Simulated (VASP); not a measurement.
# SnSe (Fm-3m) in VASP: single point with LDA

Aim: the single point of SnSe with LDA.

Everything below comes from runs of VASP 6.6.1. Logs are shortened: lines on timing, memory, paths and dates and some standing lists are left out, and cuts for length are marked.

### Step 1. The cell of the first run

The structure is cubic, space group Fm-3m (No. 225). The conventional cell has a = 6.020 Å, b = 6.020 Å, c = 6.020 Å, α = 90.00°, β = 90.00°, γ = 90.00°. Sn (site symmetry m-3m) has 6 Se at 3.01 Å within 4.0 Å. Within 4.0 Å of Se (site symmetry m-3m) lie 6 Sn at 3.01 Å.

### Step 2. Single point, LDA

INCAR reads:

```
SYSTEM = SnSe
PREC = Accurate
ENCUT = 500
EDIFF = 1E-6
ISMEAR = 0
SIGMA = 0.01
LREAL = .FALSE.
LASPH = .TRUE.
NELM = 120
ALGO = Normal
ISIF = 2
LWAVE = .FALSE.
LCHARG = .FALSE.
GGA = CA
NBANDS = 17
GGA_COMPAT = .FALSE.
```

KPOINTS reads:

```
Automatic mesh
0
G
  4 4 4
  0 0 0
```

POSCAR reads:

```
SnSe
1.0
    0.0000000000      3.0100000000      3.0100000000
    3.0100000000      0.0000000000      3.0100000000
    3.0100000000      3.0100000000      0.0000000000
Sn Se
1 1
Direct
    0.0000000000      0.0000000000      0.0000000000
    0.5000000000      0.5000000000      0.5000000000
```

Potentials or basis: VASP PAW LDA potentials, release 64 (Sn_d, Se).

The run is started by

```console
$ cat potpaw_LDA.64/Sn_d/POTCAR potpaw_LDA.64/Se/POTCAR > POTCAR
$ mpirun -np 1 vasp_std > vasp.out
```

OUTCAR:

```text
SYSTEM = SnSe
   PREC = Accurate
   ENCUT = 500
   EDIFF = 1E-6
   ISMEAR = 0
   LREAL = .FALSE.
   LASPH = .TRUE.
   NELM = 120
   ISIF = 2
   GGA = CA

 ion  position               nearest neighbor table
   1  0.000  0.000  0.000-   2 3.01   2 3.01   2 3.01   2 3.01   2 3.01   2 3.01
   2  0.500  0.500  0.500-   1 3.01   1 3.01   1 3.01   1 3.01   1 3.01   1 3.01

  LATTYP: Found a face centered cubic cell.
 ALAT       =     6.0200000000

  Lattice vectors:

 A1 = (   0.0000000000,   3.0100000000,   3.0100000000)
 A2 = (   3.0100000000,   0.0000000000,   3.0100000000)
 A3 = (   3.0100000000,   3.0100000000,   0.0000000000)

Analysis of symmetry for initial positions (statically):
=====================================================================
 Subroutine PRICEL returns:
 Original cell was already a primitive cell.

 Routine SETGRP: Setting up the symmetry group for a
 face centered cubic supercell.

 Subroutine GETGRP returns: Found 48 space group operations
 (whereof 48 operations were pure point group operations)
 out of a pool of 48 trial point group operations.

The static configuration has the point symmetry O_h .

Analysis of symmetry for dynamics (positions and initial velocities):
=====================================================================
 Subroutine PRICEL returns:
 Original cell was already a primitive cell.

 Routine SETGRP: Setting up the symmetry group for a
 face centered cubic supercell.

 Subroutine GETGRP returns: Found 48 space group operations
 (whereof 48 operations were pure point group operations)
 out of a pool of 48 trial point group operations.

The dynamic configuration has the point symmetry O_h .

 Subroutine INISYM returns: Found 48 space group operations
 (whereof 48 operations are pure point group operations),
 and found     1 'primitive' translations

----------------------------------------------------------------------------------------

                                     Primitive cell

  volume of cell :      54.5418

  direct lattice vectors                    reciprocal lattice vectors
     0.000000000  3.010000000  3.010000000    -0.166112957  0.166112957  0.166112957
     3.010000000  0.000000000  3.010000000     0.166112957 -0.166112957  0.166112957
     3.010000000  3.010000000  0.000000000     0.166112957  0.166112957 -0.166112957

  length of vectors
     4.256782823  4.256782823  4.256782823     0.287716081  0.287716081  0.287716081

  position of ions in fractional coordinates (direct lattice)
     0.000000000  0.000000000  0.000000000
     0.500000000  0.500000000  0.500000000

  ion indices of the primitive-cell ions
   primitive index   ion index
                 1           1
                 2           2

----------------------------------------------------------------------------------------

 KPOINTS: Automatic mesh

Automatic generation of k-mesh.
 Grid dimensions read from file:
 generate k-points for:    4    4    4

 Generating k-lattice:

  Cartesian coordinates                     Fractional coordinates (reciprocal lattice)
    -0.041528239  0.041528239  0.041528239     0.250000000  0.000000000  0.000000000
     0.041528239 -0.041528239  0.041528239     0.000000000  0.250000000  0.000000000
     0.041528239  0.041528239 -0.041528239     0.000000000  0.000000000  0.250000000

  Length of vectors
     0.071929020  0.071929020  0.071929020

  Shift w.r.t. Gamma in fractional coordinates (k-lattice)
     0.000000000  0.000000000  0.000000000

 Subroutine IBZKPT returns following result:
 ===========================================

 Found      8 irreducible k-points:

 Following reciprocal coordinates:
            Coordinates               Weight
  0.000000  0.000000  0.000000      1.000000
  0.250000  0.000000  0.000000      8.000000
  0.500000  0.000000  0.000000      4.000000
  0.250000  0.250000  0.000000      6.000000
  0.500000  0.250000  0.000000     24.000000
 -0.250000  0.250000  0.000000     12.000000
  0.500000  0.500000  0.000000      3.000000
 -0.250000  0.500000  0.250000      6.000000
   k-points           NKPTS =      8   k-points in BZ     NKDIM =      8   number of bands    NBANDS=     17
   number of dos      NEDOS =    301   number of ions     NIONS =      2
   total plane-waves  NPLWV =  32768
   dimension x,y,z NGX =    32 NGY =   32 NGZ =   32
   dimension x,y,z NGXF=    64 NGYF=   64 NGZF=   64
   ions per type =               1   1
   NGX,Y,Z   is equivalent  to a cutoff of  12.50, 12.50, 12.50 a.u.
   NGXF,Y,Z  is equivalent  to a cutoff of  24.99, 24.99, 24.99 a.u.
 SYSTEM =  SnSe
   PREC   = accura    normal or accurate (medium, high low for compatibility)
   ISTART =      0    job   : 0-new  1-cont  2-samecut
   ICHARG =      2    charge: 1-file 2-atom 10-const
   ISPIN  =      1    spin polarized calculation?
   LNONCOLLINEAR =      F non collinear calculations
   LSORBIT =      F    spin-orbit coupling
   LASPH  =      T    aspherical Exc in radial PAW
   ENCUT  =  500.0 eV  36.75 Ry    6.06 a.u.   7.76  7.76  7.76*2*pi/ulx,y,z
   NELM   =    120;   NELMIN=  2; NELMDL= -5     # of ELM steps
   EDIFF  = 0.1E-05   stopping-criterion for ELM
   LREAL  =      F    real-space projection
   EDIFFG = 0.1E-04   stopping-criterion for IOM
   NSW    =      0    number of steps for IOM
   IBRION =     -1    ionic relax: 0-MD 1-quasi-New 2-CG
   NFREE  =      0    steps in history (QN), initial steepest desc. (CG)
   ISIF   =      2    stress and relaxation
   ISYM   =      2    0-nonsym 1-usesym 2-fastsym
   POTIM  = 0.5000    time-step for ionic-motion
   TEBEG  =    0.0;   TEEND  =   0.0 temperature during run
   PSTRESS=    0.0 pullay stress
   NELECT =      20.0000    total number of electrons
   NUPDOWN=      -1.0000    fix difference up-down
   EMIN   =  10.00;   EMAX   =-10.00  energy-range for DOS
   EFERMI =   0.00;   METHOD = LEGACY
   ISMEAR =     0;   SIGMA  =   0.01  broadening in eV -4-tet -1-fermi 0-gaus
   EFERMI_NEDOS =   21; number of points for ismear=-14 and -15
   IALGO  =     38    algorithm
   IMIX   =      4    mixing-type and parameters
     AMIX     =   0.40;   BMIX     =  1.00
     AMIX_MAG =   1.60;   BMIX_MAG =  1.00
  volume/ion in A,a.u.               =      27.27       184.03
  Fermi-wavevector in a.u.,A,eV,Ry     =   1.171768  2.214321 18.681350  1.373040
  Thomas-Fermi vector in A             =   2.308207
   LORBIT       =      0    0 simple, 1 ext, 2 COOP (PROOUT), +10 PAW based schemes
   GGA     = CA    functional components
   LHFCALC =     F    Hartree Fock is set to
   AEXX    =    0.0000 exact exchange contribution
   IVDW    =     0    specifies the selected vdW correction
   LEPSILON=     F    determine dielectric tensor
   LRPA    =     F    only Hartree local field effects (RPA)
 non-spin polarized calculation
 Gauss-broadening in eV      SIGMA  =   0.01
  energy-cutoff  :      500.00
  volume of cell :       54.54
 maximum number of plane-waves:      1411
 NGX is ok and might be reduce to    32
   NGX = 15   NGY = 15   NGZ = 15

 number of electron      20.0000006 magnetization

 Free energy of the ion-electron system (eV)
  ---------------------------------------------------
  ext. energy  EPLUGINS =         0.00000000
  ---------------------------------------------------
  free energy    TOTEN  =        -9.52759162 eV

  energy without entropy =       -9.52759162  energy(sigma->0) =       -9.52759162

 E-fermi :   5.3767     XC(G=0):  -9.8986

 val. band max:        5.3089397687   @ k =   0.5000   0.0000   0.0000
 cond. band min:       5.9118941963   @ k =   0.5000   0.0000   0.0000
 fundamental gap:      0.6029544276
 Fermi energy:         5.3767008232

 k-point     1 :       0.0000    0.0000    0.0000
  band No.  band energies     occupation
      1     -16.1154      2.00000
      2     -16.1154      2.00000
      3     -16.1116      2.00000
      4     -16.1116      2.00000
      5     -16.1116      2.00000
      6      -8.5039      2.00000
[... 9 lines left out ...]
     16      11.2761      0.00000
     17      13.5873      0.00000

 k-point     2 :       0.2500    0.0000    0.0000
  band No.  band energies     occupation
      1     -16.1189      2.00000
      2     -16.1189      2.00000
      3     -16.1103      2.00000
      4     -16.1055      2.00000
      5     -16.1055      2.00000
      6      -8.1031      2.00000
[... 9 lines left out ...]
     16      12.6004      0.00000
     17      16.7348      0.00000

 k-point     3 :       0.5000    0.0000    0.0000
  band No.  band energies     occupation
      1     -16.1228      2.00000
      2     -16.1228      2.00000
      3     -16.1091      2.00000
      4     -16.0990      2.00000
      5     -16.0990      2.00000
      6      -7.5780      2.00000
[... 9 lines left out ...]
     16      15.6258      0.00000
     17      15.6258      0.00000

 k-point     4 :       0.2500    0.2500    0.0000
  band No.  band energies     occupation
      1     -16.1273      2.00000
      2     -16.1150      2.00000
      3     -16.1115      2.00000
      4     -16.1028      2.00000
      5     -16.1028      2.00000
      6      -7.9710      2.00000
[... 9 lines left out ...]
     16      14.5163      0.00000
     17      14.5163      0.00000

 k-point     5 :       0.5000    0.2500    0.0000
  band No.  band energies     occupation
      1     -16.1326      2.00000
      2     -16.1146      2.00000
      3     -16.1113      2.00000
      4     -16.0998      2.00000
      5     -16.0970      2.00000
      6      -7.4516      2.00000
[... 9 lines left out ...]
     16      16.0896      0.00000
     17      16.7911      0.00000

 k-point     6 :      -0.2500    0.2500    0.0000
  band No.  band energies     occupation
      1     -16.1244      2.00000
      2     -16.1195      2.00000
      3     -16.1066      2.00000
      4     -16.1023      2.00000
      5     -16.1023      2.00000
      6      -7.6221      2.00000
[... 9 lines left out ...]
     16      14.5684      0.00000
     17      15.7145      0.00000

 k-point     7 :       0.5000    0.5000    0.0000
  band No.  band energies     occupation
      1     -16.1443      2.00000
      2     -16.1183      2.00000
      3     -16.1076      2.00000
      4     -16.0936      2.00000
      5     -16.0936      2.00000
      6      -7.3036      2.00000
[... 9 lines left out ...]
     16      16.9561      0.00000
     17      18.0569      0.00000

 k-point     8 :      -0.2500    0.5000    0.2500
  band No.  band energies     occupation
      1     -16.1352      2.00000
      2     -16.1143      2.00000
      3     -16.1062      2.00000
      4     -16.1062      2.00000
      5     -16.0937      2.00000
      6      -7.2753      2.00000
[... 9 lines left out ...]
     16      16.6638      0.00000
     17      18.2069      0.00000

------------------------ aborting loop because EDIFF is reached ----------------------------------------

  FORCE on cell =-STRESS in cart. coord.  units (eV):
  Direction    XX          YY          ZZ          XY          YZ          ZX
  --------------------------------------------------------------------------------------
  -------------------------------------------------------------------------------------
  Total       -1.5624518     -1.5624518     -1.5624518      0.0000000      0.0000000     -0.0000000
  in kB      -45.8973613    -45.8973613    -45.8973613      0.0000000      0.0000000     -0.0000000
  external PRESSURE =     -45.8973613 kB  Pullay stress =       0.0000000 kB

 VOLUME and BASIS-vectors are now :
 -----------------------------------------------------------------------------
  energy-cutoff  :      500.00
  volume of cell :       54.54
      direct lattice vectors                 reciprocal lattice vectors
     0.000000000  3.010000000  3.010000000    -0.166112957  0.166112957  0.166112957
     3.010000000  0.000000000  3.010000000     0.166112957 -0.166112957  0.166112957
     3.010000000  3.010000000  0.000000000     0.166112957  0.166112957 -0.166112957

 POSITION                                       TOTAL-FORCE (eV/Angst)
 -----------------------------------------------------------------------------------
      0.00000      0.00000      0.00000         0.000000     -0.000000      0.000000
      3.01000      3.01000      3.01000        -0.000000      0.000000     -0.000000
 -----------------------------------------------------------------------------------
    total drift:                                0.000000     -0.000000     -0.000000

  FREE ENERGIE OF THE ION-ELECTRON SYSTEM (eV)
  ---------------------------------------------------
  free  energy   TOTEN  =        -9.5275916194 eV

  energy  without entropy=       -9.5275916194  energy(sigma->0) =       -9.52759162
```

It took 7.7 s on 1 thread of Intel Xeon Platinum 8259CL at 2.50GHz (Skylake/Cascade Lake), shared host; peak memory 0.15 GiB.

What came out:

| Quantity | Value |
| --- | --- |
| Free energy | -9.5276 eV |
| Pressure | -4.6 GPa |
| Band gap on the k mesh | 0.60 eV, direct |

Levels at points of the mesh, in eV from the valence-band top:
```tsv
k point	band 6	band 7	band 8	band 9	band 10	band 11	band 12	band 13	band 14	band 15
(0.00, 0.00, 0.00)	-13.81	-5.10	-2.10	-2.10	-2.10	4.31	4.31	4.31	5.97	5.97
(0.50, 0.00, 0.00)	-12.89	-8.01	-1.85	-1.85	0.00	0.60	1.29	1.29	8.25	10.15
(0.50, 0.50, 0.00)	-12.61	-6.01	-5.39	-3.55	-3.55	3.09	5.34	5.34	5.94	10.60
```

Caveat: the k points lie up to 0.45 Å⁻¹ apart; spin-orbit coupling is left out, which moves the levels of the heavy elements.
